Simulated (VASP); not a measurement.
# NbAs (I4_1md) in VASP: electric field gradients with LDA

Aim: the electric field gradients of NbAs with LDA.

Everything below comes from runs of VASP 6.6.1. Logs are shortened: lines on timing, memory, paths and dates and some standing lists are left out, and cuts for length are marked.

**1. The cell of the first run**

Symmetry: I4_1md, No. 109, tetragonal system. The conventional cell has a = 3.452 Å, b = 3.452 Å, c = 11.563 Å, α = 90.00°, β = 90.00°, γ = 90.00°. Within 3.5 Å of Nb (site symmetry 2mm) lie 6 As at 2.58 to 2.63 Å and 8 Nb at 3.37 to 3.45 Å. As (site symmetry 2mm) has 6 Nb at 2.58 to 2.63 Å and 8 As at 3.37 to 3.45 Å within 3.5 Å.

**2. Electric field gradients, LDA (zz strain of -1 %)**

INCAR

```
ALGO     = Normal         # electronic algorithm
EDIFF    = 1E-8           # SCF threshold, eV
ENCUT    = 520            # plane-wave cutoff, eV
ISIF     = 2              # what is computed and relaxed
ISMEAR   = -1             # smearing method
LASPH    = T              # aspherical terms in the spheres
LCHARG   = F              # write CHGCAR
LEFG     = T            
LREAL    = F              # projectors in reciprocal space
LWAVE    = F              # write WAVECAR
NBANDS   = 26             # bands
NELM     = 100            # most SCF steps
PREC     = Accurate       # precision mode
SIGMA    = 0.08           # smearing width, eV
```

KPOINTS

```
k-points
0
Gamma
  15 15 15
```

POSCAR

```
NbAs
1.0
   -1.7258500000      1.7258500000      5.7816000000
    1.7258500000     -1.7258500000      5.7816000000
    1.7258500000      1.7258500000     -5.7816000000
Nb As
2 2
Direct
    0.7500000000      0.7500000000      0.0000000000
    0.5000000000      0.0000000000      0.5000000000
    0.1660000000      0.1660000000      0.0000000000
    0.9160000000      0.4160000000      0.5000000000
```

Potentials or basis: VASP PAW LDA potentials, release 64 (Nb_sv, As).

Started as:

```
$ cat potpaw_LDA.64/Nb_sv/POTCAR potpaw_LDA.64/As/POTCAR > POTCAR
$ mpirun -np 1 vasp_std > vasp.out
```

OUTCAR:

```text
EDIFF = 1E-8
   ENCUT = 520
   ISIF = 2
   ISMEAR = -1
   LASPH = T
   LREAL = F
   NELM = 100
   PREC = Accurate

 ion  position               nearest neighbor table
   1  0.750  0.750  0.000-   4 2.58   4 2.58   3 2.63   3 2.63   3 2.63   3 2.63
   2  0.500  0.000  0.500-   3 2.58   3 2.58   4 2.63   4 2.63   4 2.63   4 2.63
   3  0.166  0.166  0.000-   2 2.58   2 2.58   1 2.63   1 2.63   1 2.63   1 2.63
   4  0.916  0.416  0.500-   1 2.58   1 2.58   2 2.63   2 2.63   2 2.63   2 2.63

  LATTYP: Found a body centered tetragonal cell.
 ALAT       =     3.4517000000
 C/A-ratio  =     3.3500014486

  Lattice vectors:

 A1 = (  -1.7258500000,   1.7258500000,   5.7816000000)
 A2 = (   1.7258500000,  -1.7258500000,   5.7816000000)
 A3 = (   1.7258500000,   1.7258500000,  -5.7816000000)

Analysis of symmetry for initial positions (statically):
=====================================================================
 Subroutine PRICEL returns:
 Original cell was already a primitive cell.

 Routine SETGRP: Setting up the symmetry group for a
 body centered tetragonal supercell.

 Subroutine GETGRP returns: Found  8 space group operations
 (whereof  4 operations were pure point group operations)
 out of a pool of 16 trial point group operations.

The static configuration has the point symmetry C_2v.
 The point group associated with its full space group is C_4v.

Analysis of symmetry for dynamics (positions and initial velocities):
=====================================================================
 Subroutine PRICEL returns:
 Original cell was already a primitive cell.

 Routine SETGRP: Setting up the symmetry group for a
 body centered tetragonal supercell.

 Subroutine GETGRP returns: Found  8 space group operations
 (whereof  4 operations were pure point group operations)
 out of a pool of 16 trial point group operations.

The dynamic configuration has the point symmetry C_2v.
 The point group associated with its full space group is C_4v.

 Subroutine INISYM returns: Found  8 space group operations
 (whereof  4 operations are pure point group operations),
 and found     1 'primitive' translations

----------------------------------------------------------------------------------------

                                     Primitive cell

  volume of cell :      68.8833

  direct lattice vectors                    reciprocal lattice vectors
    -1.725850000  1.725850000  5.781600000     0.000000000  0.289712316  0.086481251
     1.725850000 -1.725850000  5.781600000     0.289712316  0.000000000  0.086481251
     1.725850000  1.725850000 -5.781600000     0.289712316  0.289712316  0.000000000

  length of vectors
     6.275668491  6.275668491  6.275668491     0.302344559  0.302344559  0.409715086

  position of ions in fractional coordinates (direct lattice)
     0.750000000  0.750000000  0.000000000
     0.500000000  0.000000000  0.500000000
     0.166000000  0.166000000  0.000000000
     0.916000000  0.416000000  0.500000000

  ion indices of the primitive-cell ions
   primitive index   ion index
                 1           1
                 2           2
                 3           3
                 4           4

----------------------------------------------------------------------------------------

 KPOINTS: k-points

Automatic generation of k-mesh.
 Grid dimensions read from file:
 generate k-points for:   15   15   15

 Generating k-lattice:

  Cartesian coordinates                     Fractional coordinates (reciprocal lattice)
     0.000000000  0.019314154  0.005765417     0.066666667  0.000000000  0.000000000
     0.019314154  0.000000000  0.005765417     0.000000000  0.066666667  0.000000000
     0.019314154  0.019314154  0.000000000     0.000000000  0.000000000  0.066666667

  Length of vectors
     0.020156304  0.020156304  0.027314339

  Shift w.r.t. Gamma in fractional coordinates (k-lattice)
     0.000000000  0.000000000  0.000000000

 Subroutine IBZKPT returns following result:
 ===========================================

 Found    288 irreducible k-points:

 Following reciprocal coordinates:
            Coordinates               Weight
  0.000000  0.000000  0.000000      1.000000
  0.066667  0.000000 -0.000000      8.000000
  0.133333 -0.000000  0.000000      8.000000
  0.200000 -0.000000  0.000000      8.000000
  0.266667 -0.000000  0.000000      8.000000
  0.333333  0.000000 -0.000000      8.000000
[... 16 lines left out ...]
  0.133333  0.133333  0.000000      8.000000
  0.200000  0.133333  0.000000     16.000000
 [... further k-points ...]
   k-points           NKPTS =    288   k-points in BZ     NKDIM =    288   number of bands    NBANDS=     26
   number of dos      NEDOS =    301   number of ions     NIONS =      4
   total plane-waves  NPLWV = 110592
   dimension x,y,z NGX =    48 NGY =   48 NGZ =   48
   dimension x,y,z NGXF=    96 NGYF=   96 NGZF=   96
   ions per type =               2   2
   NGX,Y,Z   is equivalent  to a cutoff of  12.72, 12.72, 12.72 a.u.
   NGXF,Y,Z  is equivalent  to a cutoff of  25.43, 25.43, 25.43 a.u.
 SYSTEM =  unknown system
   PREC   = accura    normal or accurate (medium, high low for compatibility)
   ISTART =      0    job   : 0-new  1-cont  2-samecut
   ICHARG =      2    charge: 1-file 2-atom 10-const
   ISPIN  =      1    spin polarized calculation?
   LNONCOLLINEAR =      F non collinear calculations
   LSORBIT =      F    spin-orbit coupling
   LASPH  =      T    aspherical Exc in radial PAW
   ENCUT  =  520.0 eV  38.22 Ry    6.18 a.u.  11.67 11.67 11.67*2*pi/ulx,y,z
   NELM   =    100;   NELMIN=  2; NELMDL= -5     # of ELM steps
   EDIFF  = 0.1E-07   stopping-criterion for ELM
   LREAL  =      F    real-space projection
   EDIFFG = 0.1E-06   stopping-criterion for IOM
   NSW    =      0    number of steps for IOM
   IBRION =     -1    ionic relax: 0-MD 1-quasi-New 2-CG
   NFREE  =      0    steps in history (QN), initial steepest desc. (CG)
   ISIF   =      2    stress and relaxation
   ISYM   =      2    0-nonsym 1-usesym 2-fastsym
   POTIM  = 0.5000    time-step for ionic-motion
   TEBEG  =    0.0;   TEEND  =   0.0 temperature during run
   PSTRESS=    0.0 pullay stress
   NELECT =      36.0000    total number of electrons
   NUPDOWN=      -1.0000    fix difference up-down
   EMIN   =  10.00;   EMAX   =-10.00  energy-range for DOS
   EFERMI =   0.00;   METHOD = LEGACY
   ISMEAR =    -1;   SIGMA  =   0.08  broadening in eV -4-tet -1-fermi 0-gaus
   EFERMI_NEDOS =   21; number of points for ismear=-14 and -15
   IALGO  =     38    algorithm
   IMIX   =      4    mixing-type and parameters
     AMIX     =   0.40;   BMIX     =  1.00
     AMIX_MAG =   1.60;   BMIX_MAG =  1.00
  volume/ion in A,a.u.               =      17.22       116.21
  Fermi-wavevector in a.u.,A,eV,Ry     =   1.318675  2.491934 23.659206  1.738903
  Thomas-Fermi vector in A             =   2.448627
   LORBIT       =      0    0 simple, 1 ext, 2 COOP (PROOUT), +10 PAW based schemes
   GGA     = CA    functional components
   LHFCALC =     F    Hartree Fock is set to
   AEXX    =    0.0000 exact exchange contribution
   IVDW    =     0    specifies the selected vdW correction
   LEPSILON=     F    determine dielectric tensor
   LRPA    =     F    only Hartree local field effects (RPA)
 non-spin polarized calculation
  energy-cutoff  :      520.00
  volume of cell :       68.88
 maximum number of plane-waves:      1877
   NGX = 23   NGY = 23   NGZ = 23

 number of electron      35.9999999 magnetization

 Free energy of the ion-electron system (eV)
  ---------------------------------------------------
  ext. energy  EPLUGINS =         0.00000000
  ---------------------------------------------------
  free energy    TOTEN  =       -36.35659868 eV

  energy without entropy =      -36.34175741  energy(sigma->0) =      -36.34917805

 E-fermi :   9.6835     XC(G=0): -12.0670

 val. band max:        9.6788066691   @ k =  -0.0667   0.4667   0.0667
 cond. band min:       9.6949481648   @ k =  -0.1333   0.3333   0.1333
 fundamental gap:      0.0161414957
 Fermi energy:         9.6834908473

 k-point     1 :       0.0000    0.0000    0.0000
  band No.  band energies     occupation
      1     -45.0854      2.00000
      2     -45.0530      2.00000
      3     -21.4869      2.00000
      4     -21.3754      2.00000
      5     -21.3754      2.00000
      6     -21.2028      2.00000
[... 18 lines left out ...]
     25      13.7012      0.00000
     26      13.7017      0.00000

 k-point     2 :       0.0667    0.0000   -0.0000
  band No.  band energies     occupation
      1     -45.0846      2.00000
      2     -45.0528      2.00000
      3     -21.4836      2.00000
      4     -21.3845      2.00000
      5     -21.3745      2.00000
      6     -21.2120      2.00000
[... 18 lines left out ...]
     25      13.7456      0.00000
     26      13.8882      0.00000

 k-point     3 :       0.1333   -0.0000    0.0000
  band No.  band energies     occupation
      1     -45.0823      2.00000
      2     -45.0520      2.00000
      3     -21.4758      2.00000
      4     -21.4085      2.00000
      5     -21.3722      2.00000
      6     -21.2367      2.00000
[... 572 lines left out ...]
 k-point    23 :       0.1333    0.1333    0.0000
  band No.  band energies     occupation
      1     -45.0786      2.00000
      2     -45.0517      2.00000
      3     -21.4606      2.00000
      4     -21.4130      2.00000
      5     -21.3968      2.00000
      6     -21.2368      2.00000
[... 18 lines left out ...]
     25      13.6597      0.00000
     26      14.3525      0.00000

 k-point    24 :       0.2000    0.1333    0.0000
  band No.  band energies     occupation
      1     -45.0750      2.00000
      2     -45.0509      2.00000
      3     -21.4673      2.00000
      4     -21.4272      2.00000
      5     -21.3940      2.00000
      6     -21.2662      2.00000
[... 18 lines left out ...]
     25      13.9828      0.00000
     26      14.6296      0.00000

 [... further k-points ...]

------------------------ aborting loop because EDIFF is reached ----------------------------------------

  FORCE on cell =-STRESS in cart. coord.  units (eV):
  Direction    XX          YY          ZZ          XY          YZ          ZX
  --------------------------------------------------------------------------------------
  -------------------------------------------------------------------------------------
  Total       -1.9989200     -1.9989200     -0.7246999      0.0000000      0.0000000      0.0000000
  in kB      -46.4934605    -46.4934605    -16.8560063      0.0000000      0.0000000      0.0000000
  external PRESSURE =     -36.6143091 kB  Pullay stress =       0.0000000 kB

 VOLUME and BASIS-vectors are now :
 -----------------------------------------------------------------------------
  energy-cutoff  :      520.00
  volume of cell :       68.88
      direct lattice vectors                 reciprocal lattice vectors
    -1.725850000  1.725850000  5.781600000     0.000000000  0.289712316  0.086481251
     1.725850000 -1.725850000  5.781600000     0.289712316  0.000000000  0.086481251
     1.725850000  1.725850000 -5.781600000     0.289712316  0.289712316  0.000000000

 POSITION                                       TOTAL-FORCE (eV/Angst)
 -----------------------------------------------------------------------------------
      0.00000      0.00000      8.67240        -0.000000      0.000000     -0.351831
      0.00000      1.72585      0.00000         0.000000     -0.000000     -0.351831
      0.00000      0.00000      1.91949         0.000000      0.000000      0.351831
      0.00000      1.72585      4.81029        -0.000000     -0.000000      0.351831
 -----------------------------------------------------------------------------------
    total drift:                               -0.000000     -0.000000     -0.000120

  FREE ENERGIE OF THE ION-ELECTRON SYSTEM (eV)
  ---------------------------------------------------
  free  energy   TOTEN  =       -36.3565986774 eV

  energy  without entropy=      -36.3417574138  energy(sigma->0) =      -36.34917805

 Electric field gradients (V/A^2)
---------------------------------------------------------------------
 ion       V_xx      V_yy      V_zz      V_xy      V_xz      V_yz
---------------------------------------------------------------------
   1      18.990   -11.337    -7.652    -0.001    -0.000    -0.000
   2     -11.337    18.990    -7.652    -0.001    -0.000    -0.000
   3      -0.748   -25.132    25.880     0.000     0.000     0.000
   4     -25.132    -0.748    25.880     0.000     0.000     0.000
---------------------------------------------------------------------

 Electric field gradients after diagonalization (V/A^2)
 (convention: |V_zz| > |V_xx| > |V_yy|)
----------------------------------------------------------------------
 ion       V_xx      V_yy      V_zz     asymmetry (V_yy - V_xx)/ V_zz
----------------------------------------------------------------------
   1     -11.337    -7.652    18.990       0.194
   2     -11.337    -7.652    18.990       0.194
   3     -25.132    -0.748    25.880       0.942
   4     -25.132    -0.748    25.880       0.942
----------------------------------------------------------------------

           NMR quadrupolar parameters

 Cq : quadrupolar parameter    Cq=e*Q*V_zz/h
 eta: asymmetry parameters     (V_yy - V_xx)/ V_zz
 Q  : nuclear electric quadrupole moment in mb (millibarn)
----------------------------------------------------------------------
 ion       Cq(MHz)       eta       Q (mb)
----------------------------------------------------------------------
   1       0.046       0.194       1.000
   2       0.046       0.194       1.000
   3       0.063       0.942       1.000
   4       0.063       0.942       1.000
----------------------------------------------------------------------
```

Wall time 33 min (1 thread of Intel Xeon 8259CL, shared host); peak memory 0.6 GiB.

Results:

- Free energy: -36.3566 eV
- Pressure: -3.7 GPa
- Largest force: 0.352 eV/Å
- Band gap on the k mesh: zero (bands 18 and 19 overlap by 0.03 eV)
- Largest electric field gradient by atom: Nb +19.0; As +25.9 V/Å²

Forces on the atoms (eV/Å):
```
Nb   0.000  0.000 -0.352
Nb   0.000  0.000 -0.352
As   0.000  0.000  0.352
As   0.000  0.000  0.352
```

Electric field gradients, principal values (V/Å²):
```
atom   least   middle  greatest (by size)
1 Nb  -7.652  -11.337              18.990
2 Nb  -7.652  -11.337              18.990
3 As  -0.748  -25.132              25.880
4 As  -0.748  -25.132              25.880
```

Caveat: the cell differs from its parent crystal (zz strain of -1 %); the cell stands under tension; without QUAD_EFG the Cq values of the log hold for a quadrupole moment of 1 mb, not for the nuclei.
